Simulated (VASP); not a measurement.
# Ge (P2_1) in VASP: single point with PBEsol

Aim: the single point of Ge with PBEsol.

Program: VASP 6.6.1. These are calculated values, not measurements. Logs are shortened: lines on timing, memory, paths and dates and some standing lists are left out, and cuts for length are marked.

### Step 1. The cell of the first run

It takes space group P2_1 (No. 4, monoclinic). The conventional cell has a = 3.997 Å, b = 6.596 Å, c = 3.997 Å, α = 90.00°, β = 120.00°, γ = 90.00°. Ge (site symmetry 1) has 4 Ge at 2.45 to 2.58 Å within 3.2 Å. Within 3.2 Å of Ge (site symmetry 1) lie 4 Ge at 2.45 to 2.58 Å.

### Step 2. Single point, PBEsol (atoms displaced along a vibrational mode)

Contents of INCAR:

```
ALGO = Fast
EDIFF = 1E-7
ENCUT = 520
GGA = PS
ISIF = 2
ISMEAR = 0
KPAR = 4
LASPH = True
LCHARG = False
LREAL = False
LWAVE = False
NBANDS = 66
NELM = 80
PREC = Accurate
SIGMA = 0.15
```

Contents of KPOINTS:

```
k-points
0
Gamma
  10 6 6
```

Contents of POSCAR:

```
Ge
1.0
   -3.9969482473      0.0000000000      0.0000000000
    0.0000000000      0.0000000000     -6.5963325278
    0.0000000000     -6.9229174395      0.0000000000
Ge
8
Direct
    0.0825629905      0.9370884642      0.3571672157
    0.5825629905      0.9370884642      0.8571672157
    0.4174370095      0.4370884642      0.1428327843
    0.9174370095      0.4370884642      0.6428327843
   -0.0825629905      0.5629115358      0.3094994509
    0.4174370095      0.5629115358      0.8094994509
    0.5825629905      0.0629115358      0.1905005491
    1.0825629905      0.0629115358      0.6905005491
```

Potentials or basis: VASP PAW PBE potentials, release 64 (Ge_d).

Started as:

```sh
$ cat potpaw_PBE.64/Ge_d/POTCAR > POTCAR
$ mpirun -np 4 vasp_std > vasp.out
```

OUTCAR:

```text
EDIFF = 1E-7
   ENCUT = 520
   GGA = PS
   ISIF = 2
   ISMEAR = 0
   LASPH = True
   LREAL = False
   NELM = 80
   PREC = Accurate

 ion  position               nearest neighbor table
   1  0.083  0.937  0.357-   7 2.45   7 2.45   8 2.45   5 2.58
   2  0.583  0.937  0.857-   8 2.45   8 2.45   7 2.45   6 2.58
   3  0.417  0.437  0.143-   5 2.45   5 2.45   6 2.45   7 2.58
   4  0.917  0.437  0.643-   6 2.45   6 2.45   5 2.45   8 2.58
   5  0.917  0.563  0.309-   3 2.45   3 2.45   4 2.45   1 2.58
   6  0.417  0.563  0.809-   4 2.45   4 2.45   3 2.45   2 2.58
   7  0.583  0.063  0.191-   1 2.45   1 2.45   2 2.45   3 2.58
   8  0.083  0.063  0.691-   2 2.45   2 2.45   1 2.45   4 2.58

  LATTYP: Found a simple orthorhombic cell.
 ALAT       =     3.9969482473
 B/A-ratio  =     1.6503422410
 C/A-ratio  =     1.7320508076

  Lattice vectors:

 A1 = (  -3.9969482473,   0.0000000000,   0.0000000000)
 A2 = (   0.0000000000,   0.0000000000,  -6.5963325278)
 A3 = (   0.0000000000,  -6.9229174395,   0.0000000000)

Analysis of symmetry for initial positions (statically):
=====================================================================
 Subroutine PRICEL returns following result:

  LATTYP: Found a hexagonal cell.
 ALAT       =     3.9969482473
 C/A-ratio  =     1.6503422411

  Lattice vectors:

 A1 = (  -1.9984741237,  -3.4614587197,   0.0000000000)
 A2 = (  -1.9984741237,   3.4614587198,   0.0000000000)
 A3 = (   0.0000000000,   0.0000000000,  -6.5963325278)

   2 primitive cells build up your supercell.

 Routine SETGRP: Setting up the symmetry group for a
 simple orthorhombic supercell.

 Subroutine GETGRP returns: Found  2 space group operations
 (whereof  1 operations were pure point group operations)
 out of a pool of  8 trial point group operations.

The static configuration has the point symmetry C_1 .
 The point group associated with its full space group is C_2 .

Analysis of symmetry for dynamics (positions and initial velocities):
=====================================================================
 Subroutine PRICEL returns following result:

  LATTYP: Found a hexagonal cell.
 ALAT       =     3.9969482473
 C/A-ratio  =     1.6503422411

  Lattice vectors:

 A1 = (  -1.9984741237,  -3.4614587197,   0.0000000000)
 A2 = (  -1.9984741237,   3.4614587198,   0.0000000000)
 A3 = (   0.0000000000,   0.0000000000,  -6.5963325278)

   2 primitive cells build up your supercell.

 Routine SETGRP: Setting up the symmetry group for a
 simple orthorhombic supercell.

 Subroutine GETGRP returns: Found  2 space group operations
 (whereof  1 operations were pure point group operations)
 out of a pool of  8 trial point group operations.

The dynamic configuration has the point symmetry C_1 .
 The point group associated with its full space group is C_2 .

 Subroutine INISYM returns: Found  2 space group operations
 (whereof  1 operations are pure point group operations),
 and found     2 'primitive' translations

----------------------------------------------------------------------------------------

                                     Primitive cell

  volume of cell :      91.2621

  direct lattice vectors                    reciprocal lattice vectors
    -1.998474124 -3.461458720  0.000000000    -0.250190880 -0.144447772  0.000000000
    -1.998474124  3.461458720  0.000000000    -0.250190880  0.144447772  0.000000000
     0.000000000  0.000000000 -6.596332528     0.000000000  0.000000000 -0.151599392

  length of vectors
     3.996948247  3.996948247  6.596332528     0.288895544  0.288895544  0.151599392

  position of ions in fractional coordinates (direct lattice)
     0.439730206  0.725395775  0.937088464
     0.560269794  0.274604225  0.437088464
     0.226936460  0.607937559  0.562911536
     0.773063540  0.392062441  0.062911536

  ion indices of the primitive-cell ions
   primitive index   ion index
                 1           1
                 2           4
                 3           5
                 4           8

----------------------------------------------------------------------------------------

 KPOINTS: k-points

Automatic generation of k-mesh.
 Grid dimensions read from file:
 generate k-points for:   10    6    6

 Generating k-lattice:

  Cartesian coordinates                     Fractional coordinates (reciprocal lattice)
    -0.025019088  0.000000000  0.000000000     0.100000000  0.000000000  0.000000000
     0.000000000  0.000000000 -0.025266565     0.000000000  0.166666667  0.000000000
     0.000000000 -0.024074629  0.000000000     0.000000000  0.000000000  0.166666667

  Length of vectors
     0.025019088  0.025266565  0.024074629

  Shift w.r.t. Gamma in fractional coordinates (k-lattice)
     0.000000000  0.000000000  0.000000000

 Subroutine IBZKPT returns following result:
 ===========================================

 Found    128 irreducible k-points:

 Following reciprocal coordinates:
            Coordinates               Weight
  0.000000  0.000000  0.000000      1.000000
  0.100000  0.000000  0.000000      2.000000
  0.200000  0.000000  0.000000      2.000000
  0.300000  0.000000  0.000000      2.000000
  0.400000  0.000000  0.000000      2.000000
  0.500000  0.000000  0.000000      1.000000
[... 16 lines left out ...]
  0.400000  0.500000  0.000000      2.000000
  0.500000  0.500000  0.000000      1.000000
 [... further k-points ...]
   k-points           NKPTS =    128   k-points in BZ     NKDIM =    128   number of bands    NBANDS=     66
   number of dos      NEDOS =    301   number of ions     NIONS =      8
   total plane-waves  NPLWV =  81000
   dimension x,y,z NGX =    30 NGY =   50 NGZ =   54
   dimension x,y,z NGXF=    60 NGYF=  100 NGZF=  108
   ions per type =               8
   NGX,Y,Z   is equivalent  to a cutoff of  12.48, 12.60, 12.97 a.u.
   NGXF,Y,Z  is equivalent  to a cutoff of  24.96, 25.20, 25.93 a.u.
 SYSTEM =  unknown system
   PREC   = accura    normal or accurate (medium, high low for compatibility)
   ISTART =      0    job   : 0-new  1-cont  2-samecut
   ICHARG =      2    charge: 1-file 2-atom 10-const
   ISPIN  =      1    spin polarized calculation?
   LNONCOLLINEAR =      F non collinear calculations
   LSORBIT =      F    spin-orbit coupling
   LASPH  =      T    aspherical Exc in radial PAW
   ENCUT  =  520.0 eV  38.22 Ry    6.18 a.u.   7.43 12.26 12.87*2*pi/ulx,y,z
   NELM   =     80;   NELMIN=  2; NELMDL= -5     # of ELM steps
   EDIFF  = 0.1E-06   stopping-criterion for ELM
   LREAL  =      F    real-space projection
   EDIFFG = 0.1E-05   stopping-criterion for IOM
   NSW    =      0    number of steps for IOM
   IBRION =     -1    ionic relax: 0-MD 1-quasi-New 2-CG
   NFREE  =      0    steps in history (QN), initial steepest desc. (CG)
   ISIF   =      2    stress and relaxation
   ISYM   =      2    0-nonsym 1-usesym 2-fastsym
   POTIM  = 0.5000    time-step for ionic-motion
   TEBEG  =    0.0;   TEEND  =   0.0 temperature during run
   PSTRESS=    0.0 pullay stress
   NELECT =     112.0000    total number of electrons
   NUPDOWN=      -1.0000    fix difference up-down
   EMIN   =  10.00;   EMAX   =-10.00  energy-range for DOS
   EFERMI =   0.00;   METHOD = LEGACY
   ISMEAR =     0;   SIGMA  =   0.15  broadening in eV -4-tet -1-fermi 0-gaus
   EFERMI_NEDOS =   21; number of points for ismear=-14 and -15
   IALGO  =     68    algorithm
   IMIX   =      4    mixing-type and parameters
     AMIX     =   0.40;   BMIX     =  1.00
     AMIX_MAG =   1.60;   BMIX_MAG =  1.00
  volume/ion in A,a.u.               =      22.82       153.97
  Fermi-wavevector in a.u.,A,eV,Ry     =   1.391150  2.628893 26.331349  1.935300
  Thomas-Fermi vector in A             =   2.515017
   LORBIT       =      0    0 simple, 1 ext, 2 COOP (PROOUT), +10 PAW based schemes
   GGA     = PS    functional components
   LHFCALC =     F    Hartree Fock is set to
   AEXX    =    0.0000 exact exchange contribution
   IVDW    =     0    specifies the selected vdW correction
   LEPSILON=     F    determine dielectric tensor
   LRPA    =     F    only Hartree local field effects (RPA)
 non-spin polarized calculation
 RMM-DIIS sequential band-by-band and
 Gauss-broadening in eV      SIGMA  =   0.15
  energy-cutoff  :      520.00
  volume of cell :      182.52
 maximum number of plane-waves:      4956
 NGX is ok and might be reduce to    30
   NGX = 15   NGY = 25   NGZ = 25

 number of electron     111.9999923 magnetization

 Free energy of the ion-electron system (eV)
  ---------------------------------------------------
  ext. energy  EPLUGINS =         0.00000000
  ---------------------------------------------------
  free energy    TOTEN  =       -38.89781895 eV

  energy without entropy =      -38.89231663  energy(sigma->0) =      -38.89506779

 E-fermi :   4.8656     XC(G=0): -10.1351

 val. band max:        4.8036553681   @ k =   0.0000   0.0000   0.0000
 cond. band min:       4.8767052046   @ k =   0.0000   0.3333   0.0000
 fundamental gap:      0.0730498365
 Fermi energy:         4.8655704944

 k-point     1 :       0.0000    0.0000    0.0000
  band No.  band energies     occupation
      1     -20.0284      2.00000
      2     -20.0211      2.00000
      3     -20.0141      2.00000
      4     -20.0119      2.00000
      5     -20.0078      2.00000
      6     -19.9998      2.00000
[... 58 lines left out ...]
     65       8.0228      0.00000
     66       8.6694      0.00000

 k-point     2 :       0.1000    0.0000    0.0000
  band No.  band energies     occupation
      1     -20.0309      2.00000
      2     -20.0262      2.00000
      3     -20.0209      2.00000
      4     -20.0134      2.00000
      5     -20.0024      2.00000
      6     -20.0016      2.00000
[... 58 lines left out ...]
     65       8.7178      0.00000
     66       8.8382      0.00000

 k-point     3 :       0.2000    0.0000    0.0000
  band No.  band energies     occupation
      1     -20.0356      2.00000
      2     -20.0336      2.00000
      3     -20.0270      2.00000
      4     -20.0179      2.00000
      5     -20.0037      2.00000
      6     -20.0001      2.00000
[... 1438 lines left out ...]
     65       9.3621      0.00000
     66      10.3339      0.00000

 k-point    24 :       0.5000    0.5000    0.0000
  band No.  band energies     occupation
      1     -20.0289      2.00000
      2     -20.0289      2.00000
      3     -20.0289      2.00000
      4     -20.0289      2.00000
      5     -19.9943      2.00000
      6     -19.9943      2.00000
[... 58 lines left out ...]
     65       9.5786      0.00000
     66       9.5904      0.00000

 [... further k-points ...]
[... 5 lines left out ...]
  --------------------------------------------------------------------------------------
  -------------------------------------------------------------------------------------
  Total       -0.5926145      0.4992091     -3.3698231     -0.7641898      0.0000000      0.0000000
  in kB       -5.2019076      4.3820045    -29.5799525     -6.7079774      0.0000000      0.0000000
  external PRESSURE =     -10.1332852 kB  Pullay stress =       0.0000000 kB

 VOLUME and BASIS-vectors are now :
 -----------------------------------------------------------------------------
  energy-cutoff  :      520.00
  volume of cell :      182.52
      direct lattice vectors                 reciprocal lattice vectors
    -3.996948247  0.000000000  0.000000000    -0.250190880  0.000000000  0.000000000
     0.000000000  0.000000000 -6.596332528     0.000000000  0.000000000 -0.151599392
     0.000000000 -6.922917439  0.000000000     0.000000000 -0.144447772  0.000000000

 POSITION                                       TOTAL-FORCE (eV/Angst)
 -----------------------------------------------------------------------------------
     -0.33000     -2.47264     -6.18135         0.266392      0.120650      0.432925
     -2.32847     -5.93410     -6.18135         0.266392      0.120650      0.432925
     -1.66847     -0.98882     -2.88318        -0.266392     -0.120650      0.432925
     -3.66695     -4.45028     -2.88318        -0.266392     -0.120650      0.432925
     -3.66695     -2.14264     -3.71315        -0.365289     -0.194621     -0.432925
     -1.66847     -5.60410     -3.71315        -0.365289     -0.194621     -0.432925
     -2.32847     -1.31882     -0.41499         0.365289      0.194621     -0.432925
     -0.33000     -4.78028     -0.41499         0.365289      0.194621     -0.432925
 -----------------------------------------------------------------------------------
    total drift:                               -0.000000     -0.000000     -0.000029

  FREE ENERGIE OF THE ION-ELECTRON SYSTEM (eV)
  ---------------------------------------------------
  free  energy   TOTEN  =       -38.8978189526 eV

  energy  without entropy=      -38.8923166308  energy(sigma->0) =      -38.89506779
```

It took 6.4 min on 4 MPI ranks of Oxide Virtual Turin-like, shared host; peak memory 0.96 GiB.

Results:

| Item | Value |
| --- | --- |
| Free energy | -38.8978 eV |
| Pressure | -1.0 GPa |
| Largest force | 0.599 eV/Å |
| Band gap on the k mesh | zero (bands 56 and 57 overlap by 0.12 eV) |

Forces on the atoms (eV/Å):
```
Ge   0.266  0.121  0.433
Ge   0.266  0.121  0.433
Ge  -0.266 -0.121  0.433
Ge  -0.266 -0.121  0.433
Ge  -0.365 -0.195 -0.433
Ge  -0.365 -0.195 -0.433
Ge   0.365  0.195 -0.433
Ge   0.365  0.195 -0.433
```

Stress tensor (GPa, compression positive):
```
-0.52 -0.67  0.00
-0.67  0.44  0.00
 0.00  0.00 -2.96
```

Caveat: the cell differs from its parent crystal (atoms displaced along a vibrational mode); semilocal functionals underestimate gaps, so a narrow gap can read as zero; the PAW data sets were made with another functional, which shifts forces and pressure a little.
